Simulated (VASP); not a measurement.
# SnSe (Cmcm) in VASP: single point with r2SCAN

Aim: the single point of SnSe with r2SCAN.

Everything below comes from runs of VASP 6.6.1. Logs are shortened: lines on timing, memory, paths and dates and some standing lists are left out, and cuts for length are marked.

## 1. The cell of the first run

It takes space group Cmcm (No. 63, orthorhombic). The conventional cell has a = 4.247 Å, b = 11.808 Å, c = 4.229 Å, α = 90.00°, β = 90.00°, γ = 90.00°. Within 3.6 Å of Sn (site symmetry m2m) lie 5 Se at 2.70 to 3.01 Å. Within 3.6 Å of Se (site symmetry m2m) lie 5 Sn at 2.70 to 3.01 Å.

## 2. Single point, r2SCAN

POSCAR

```
SnSe
1.0
    2.1236688901     -5.9040305021      0.0000000000
    2.1236688901      5.9040305021      0.0000000000
    0.0000000000      0.0000000000      4.2288624990
Sn Se
2 2
Direct
    0.8740995155      0.1259004845      0.2500000000
    0.1259004845      0.8740995155      0.7500000000
    0.6451033442      0.3548966558      0.2500000000
    0.3548966558      0.6451033442      0.7500000000
```

INCAR.step1

```
PREC = Accurate ; ENCUT = 520
ISMEAR = 0 ; SIGMA = 0.01
LREAL = False ; LASPH = True
NELM = 80 ; NBANDS = 28
GGA = PE ; ALGO = Normal
EDIFF = 1E-4 ; LWAVE = True
LCHARG = False
```

INCAR.step2

```
PREC = Accurate ; ENCUT = 520
EDIFF = 1E-7 ; ISMEAR = 0
SIGMA = 0.01 ; LREAL = False
LASPH = True ; NELM = 80
ALGO = Normal ; ISIF = 2
LWAVE = False ; LCHARG = False
METAGGA = R2SCAN ; LMIXTAU = True
NBANDS = 28 ; ISTART = 1
```

KPOINTS

```
regular mesh
0
Gamma
  4 4 4
```

Potentials or basis: VASP PAW PBE potentials, release 64 (Sn_d, Se).

Command:

```
$ cat potpaw_PBE.64/Sn_d/POTCAR potpaw_PBE.64/Se/POTCAR > POTCAR
$ cp INCAR.step1 INCAR
$ mpirun -np 1 vasp_std > vasp.out
$ cp INCAR.step2 INCAR
$ mpirun -np 1 vasp_std > vasp.out
```

OUTCAR:

```text
PREC = Accurate
   ENCUT = 520
   EDIFF = 1E-7
   ISMEAR = 0
   LREAL = False
   LASPH = True
   NELM = 80
   ISIF = 2
   METAGGA = R2SCAN
   ISTART = 1

 ion  position               nearest neighbor table
   1  0.874  0.126  0.250-   3 2.70   4 3.01   4 3.01   4 3.01   4 3.01   2 3.65   2 3.65
   2  0.126  0.874  0.750-   4 2.70   3 3.01   3 3.01   3 3.01   3 3.01   1 3.65   1 3.65
   3  0.645  0.355  0.250-   1 2.70   2 3.01   2 3.01   2 3.01   2 3.01
   4  0.355  0.645  0.750-   2 2.70   1 3.01   1 3.01   1 3.01   1 3.01

  LATTYP: Found a base centered orthorhombic cell.
 ALAT       =     4.2473377802
 B/A-ratio  =     2.7801087682
 C/A-ratio  =     0.9956501502

  Lattice vectors:

 A1 = (   2.1236688901,  -5.9040305021,   0.0000000000)
 A2 = (   2.1236688901,   5.9040305021,   0.0000000000)
 A3 = (   0.0000000000,   0.0000000000,   4.2288624990)

Analysis of symmetry for initial positions (statically):
=====================================================================
 Subroutine PRICEL returns:
 Original cell was already a primitive cell.

 Routine SETGRP: Setting up the symmetry group for a
 base centered orthorhombic supercell.

 Subroutine GETGRP returns: Found  8 space group operations
 (whereof  4 operations were pure point group operations)
 out of a pool of  8 trial point group operations.

The static configuration has the point symmetry C_2h.
 The point group associated with its full space group is D_2h.

Analysis of symmetry for dynamics (positions and initial velocities):
=====================================================================
 Subroutine PRICEL returns:
 Original cell was already a primitive cell.

 Routine SETGRP: Setting up the symmetry group for a
 base centered orthorhombic supercell.

 Subroutine GETGRP returns: Found  8 space group operations
 (whereof  4 operations were pure point group operations)
 out of a pool of  8 trial point group operations.

The dynamic configuration has the point symmetry C_2h.
 The point group associated with its full space group is D_2h.

 Subroutine INISYM returns: Found  8 space group operations
 (whereof  4 operations are pure point group operations),
 and found     1 'primitive' translations

----------------------------------------------------------------------------------------

                                     Primitive cell

  volume of cell :     106.0447

  direct lattice vectors                    reciprocal lattice vectors
     2.123668890 -5.904030502  0.000000000     0.235441599 -0.084687909  0.000000000
     2.123668890  5.904030502  0.000000000     0.235441599  0.084687909  0.000000000
     0.000000000  0.000000000  4.228862499     0.000000000  0.000000000  0.236470209

  length of vectors
     6.274356200  6.274356200  4.228862499     0.250209490  0.250209490  0.236470209

  position of ions in fractional coordinates (direct lattice)
     0.874099515  0.125900485  0.250000000
     0.125900485  0.874099515  0.750000000
     0.645103344  0.354896656  0.250000000
     0.354896656  0.645103344  0.750000000

  ion indices of the primitive-cell ions
   primitive index   ion index
                 1           1
                 2           2
                 3           3
                 4           4

----------------------------------------------------------------------------------------

 KPOINTS: regular mesh

Automatic generation of k-mesh.
 Grid dimensions read from file:
 generate k-points for:    4    4    4

 Generating k-lattice:

  Cartesian coordinates                     Fractional coordinates (reciprocal lattice)
     0.058860400 -0.021171977  0.000000000     0.250000000  0.000000000  0.000000000
     0.058860400  0.021171977  0.000000000     0.000000000  0.250000000  0.000000000
     0.000000000  0.000000000  0.059117552     0.000000000  0.000000000  0.250000000

  Length of vectors
     0.062552372  0.062552372  0.059117552

  Shift w.r.t. Gamma in fractional coordinates (k-lattice)
     0.000000000  0.000000000  0.000000000

 Subroutine IBZKPT returns following result:
 ===========================================

 Found     21 irreducible k-points:

 Following reciprocal coordinates:
            Coordinates               Weight
  0.000000  0.000000  0.000000      1.000000
  0.250000  0.000000  0.000000      4.000000
  0.500000  0.000000  0.000000      2.000000
  0.250000  0.250000  0.000000      2.000000
  0.500000  0.250000  0.000000      4.000000
 -0.250000  0.250000  0.000000      2.000000
[... 13 lines left out ...]
 -0.250000  0.250000  0.500000      2.000000
  0.500000  0.500000  0.500000      1.000000
   k-points           NKPTS =     21   k-points in BZ     NKDIM =     21   number of bands    NBANDS=     28
   number of dos      NEDOS =    301   number of ions     NIONS =      4
   total plane-waves  NPLWV =  73728
   dimension x,y,z NGX =    48 NGY =   48 NGZ =   32
   dimension x,y,z NGXF=    96 NGYF=   96 NGZF=   64
   ions per type =               2   2
   NGX,Y,Z   is equivalent  to a cutoff of  12.72, 12.72, 12.58 a.u.
   NGXF,Y,Z  is equivalent  to a cutoff of  25.44, 25.44, 25.16 a.u.
 SYSTEM =  unknown system
   PREC   = accura    normal or accurate (medium, high low for compatibility)
   ISTART =      1    job   : 0-new  1-cont  2-samecut
   ICHARG =      0    charge: 1-file 2-atom 10-const
   ISPIN  =      1    spin polarized calculation?
   LNONCOLLINEAR =      F non collinear calculations
   LSORBIT =      F    spin-orbit coupling
   LASPH  =      T    aspherical Exc in radial PAW
   ENCUT  =  520.0 eV  38.22 Ry    6.18 a.u.  11.67 11.67  7.86*2*pi/ulx,y,z
   NELM   =     80;   NELMIN=  2; NELMDL=  0     # of ELM steps
   EDIFF  = 0.1E-06   stopping-criterion for ELM
   LREAL  =      F    real-space projection
   EDIFFG = 0.1E-05   stopping-criterion for IOM
   NSW    =      0    number of steps for IOM
   IBRION =     -1    ionic relax: 0-MD 1-quasi-New 2-CG
   NFREE  =      0    steps in history (QN), initial steepest desc. (CG)
   ISIF   =      2    stress and relaxation
   ISYM   =      2    0-nonsym 1-usesym 2-fastsym
   POTIM  = 0.5000    time-step for ionic-motion
   TEBEG  =    0.0;   TEEND  =   0.0 temperature during run
   PSTRESS=    0.0 pullay stress
   NELECT =      40.0000    total number of electrons
   NUPDOWN=      -1.0000    fix difference up-down
   EMIN   =  10.00;   EMAX   =-10.00  energy-range for DOS
   EFERMI =   0.00;   METHOD = LEGACY
   ISMEAR =     0;   SIGMA  =   0.01  broadening in eV -4-tet -1-fermi 0-gaus
   EFERMI_NEDOS =   21; number of points for ismear=-14 and -15
   IALGO  =     38    algorithm
   IMIX   =      4    mixing-type and parameters
     AMIX     =   0.40;   BMIX     =  1.00
     AMIX_MAG =   1.60;   BMIX_MAG =  1.00
  volume/ion in A,a.u.               =      26.51       178.91
  Fermi-wavevector in a.u.,A,eV,Ry     =   1.182856  2.235274 19.036565  1.399148
  Thomas-Fermi vector in A             =   2.319102
   LORBIT       =      0    0 simple, 1 ext, 2 COOP (PROOUT), +10 PAW based schemes
   METAGGA = R2SCAN    functional components
   LHFCALC =     F    Hartree Fock is set to
   AEXX    =    0.0000 exact exchange contribution
   IVDW    =     0    specifies the selected vdW correction
   LEPSILON=     F    determine dielectric tensor
   LRPA    =     F    only Hartree local field effects (RPA)
 non-spin polarized calculation
 Gauss-broadening in eV      SIGMA  =   0.01
  energy-cutoff  :      520.00
  volume of cell :      106.04
 maximum number of plane-waves:      2896
 NGX is ok and might be reduce to    48
   NGX = 23   NGY = 23   NGZ = 15

 number of electron      40.0000000 magnetization

 Free energy of the ion-electron system (eV)
  ---------------------------------------------------
  ext. energy  EPLUGINS =         0.00000000
  ---------------------------------------------------
  free energy    TOTEN  =       -79.84535685 eV

  energy without entropy =      -79.84535685  energy(sigma->0) =      -79.84535685

 E-fermi :   5.2821     XC(G=0): -10.3154

 val. band max:        5.2346937638   @ k =   0.5000   0.0000   0.0000
 cond. band min:       5.8809972602   @ k =   0.5000   0.5000   0.0000
 fundamental gap:      0.6463034964
 Fermi energy:         5.2821414343

 k-point     1 :       0.0000    0.0000    0.0000
  band No.  band energies     occupation
      1     -16.6771      2.00000
      2     -16.6738      2.00000
      3     -16.6676      2.00000
      4     -16.6675      2.00000
      5     -16.6502      2.00000
      6     -16.6391      2.00000
[... 20 lines left out ...]
     27      11.2492      0.00000
     28      12.1400      0.00000

 k-point     2 :       0.2500    0.0000    0.0000
  band No.  band energies     occupation
      1     -16.6743      2.00000
      2     -16.6726      2.00000
      3     -16.6704      2.00000
      4     -16.6689      2.00000
      5     -16.6405      2.00000
      6     -16.6354      2.00000
[... 20 lines left out ...]
     27      11.6323      0.00000
     28      12.8155      0.00000

 k-point     3 :       0.5000    0.0000    0.0000
  band No.  band energies     occupation
      1     -16.6799      2.00000
      2     -16.6743      2.00000
      3     -16.6677      2.00000
      4     -16.6641      2.00000
      5     -16.6326      2.00000
      6     -16.6315      2.00000
[... 20 lines left out ...]
     27      13.5987      0.00000
     28      14.6214      0.00000

 k-point     4 :       0.2500    0.2500    0.0000
  band No.  band energies     occupation
      1     -16.6802      2.00000
      2     -16.6739      2.00000
      3     -16.6677      2.00000
      4     -16.6642      2.00000
      5     -16.6330      2.00000
      6     -16.6316      2.00000
[... 20 lines left out ...]
     27      13.4469      0.00000
     28      13.8751      0.00000

 k-point     5 :       0.5000    0.2500    0.0000
  band No.  band energies     occupation
      1     -16.6767      2.00000
      2     -16.6717      2.00000
      3     -16.6689      2.00000
      4     -16.6680      2.00000
      5     -16.6437      2.00000
      6     -16.6294      2.00000
[... 20 lines left out ...]
     27      11.2503      0.00000
     28      13.4164      0.00000

 k-point     6 :      -0.2500    0.2500    0.0000
  band No.  band energies     occupation
      1     -16.6774      2.00000
      2     -16.6740      2.00000
      3     -16.6714      2.00000
      4     -16.6637      2.00000
      5     -16.6495      2.00000
      6     -16.6338      2.00000
[... 370 lines left out ...]
      5     -16.6344      2.00000
      6     -16.6344      2.00000
[... 20 lines left out ...]
     27      12.4715      0.00000
     28      12.4715      0.00000

 k-point    19 :       0.5000    0.2500    0.5000
  band No.  band energies     occupation
      1     -16.6881      2.00000
      2     -16.6881      2.00000
      3     -16.6583      2.00000
      4     -16.6583      2.00000
      5     -16.6380      2.00000
      6     -16.6380      2.00000
[... 20 lines left out ...]
     27      11.7207      0.00000
     28      11.7207      0.00000

 k-point    20 :      -0.2500    0.2500    0.5000
  band No.  band energies     occupation
      1     -16.6778      2.00000
      2     -16.6778      2.00000
      3     -16.6656      2.00000
      4     -16.6656      2.00000
      5     -16.6380      2.00000
      6     -16.6380      2.00000
[... 20 lines left out ...]
     27      14.4283      0.00000
     28      14.4283      0.00000

 k-point    21 :       0.5000    0.5000    0.5000
  band No.  band energies     occupation
      1     -16.6768      2.00000
      2     -16.6768      2.00000
      3     -16.6652      2.00000
      4     -16.6652      2.00000
      5     -16.6415      2.00000
      6     -16.6415      2.00000
[... 20 lines left out ...]
     27      13.4369      0.00000
     28      13.4369      0.00000

------------------------ aborting loop because EDIFF is reached ----------------------------------------

  FORCE on cell =-STRESS in cart. coord.  units (eV):
  Direction    XX          YY          ZZ          XY          YZ          ZX
  --------------------------------------------------------------------------------------
  -------------------------------------------------------------------------------------
  Total        0.5204168      0.5890269      0.5503167      0.0000000      0.0000000      0.0000000
  in kB        7.8627223      8.8993191      8.3144657      0.0000000      0.0000000      0.0000000
  external PRESSURE =       8.3588357 kB  Pullay stress =       0.0000000 kB

 VOLUME and BASIS-vectors are now :
 -----------------------------------------------------------------------------
  energy-cutoff  :      520.00
  volume of cell :      106.04
      direct lattice vectors                 reciprocal lattice vectors
     2.123668890 -5.904030502  0.000000000     0.235441599 -0.084687909  0.000000000
     2.123668890  5.904030502  0.000000000     0.235441599  0.084687909  0.000000000
     0.000000000  0.000000000  4.228862499     0.000000000  0.000000000  0.236470209

 POSITION                                       TOTAL-FORCE (eV/Angst)
 -----------------------------------------------------------------------------------
      2.12367     -4.41739      1.05722         0.000000      0.030506      0.000000
      2.12367      4.41739      3.17165         0.000000     -0.030506     -0.000000
      2.12367     -1.71339      1.05722         0.000000     -0.023457     -0.000000
      2.12367      1.71339      3.17165         0.000000      0.023457     -0.000000
 -----------------------------------------------------------------------------------
    total drift:                                0.000000      0.000000     -0.000000

  FREE ENERGIE OF THE ION-ELECTRON SYSTEM (eV)
  ---------------------------------------------------
  free  energy   TOTEN  =       -79.8453568478 eV

  energy  without entropy=      -79.8453568478  energy(sigma->0) =      -79.84535685
```

Run time: 98 s. Hardware: 1 thread of Intel Xeon 6975P-C (Granite Rapids), shared host; peak memory 0.3 GiB.

What came out:

```
Free energy            : -79.8454 eV
Pressure               : 0.8 GPa
Largest force          : 0.031 eV/Å
Band gap on the k mesh : 0.65 eV, indirect (least direct gap 1.12 eV)
```

Forces on the atoms (eV/Å):
```
Sn   0.000  0.031  0.000
Sn   0.000 -0.031  0.000
Se   0.000 -0.023  0.000
Se   0.000  0.023  0.000
```

Caveat: the PAW data sets were made with another functional, which shifts forces and pressure a little; spin-orbit coupling is left out, which moves the levels of the heavy elements. A k mesh can miss the band edges.
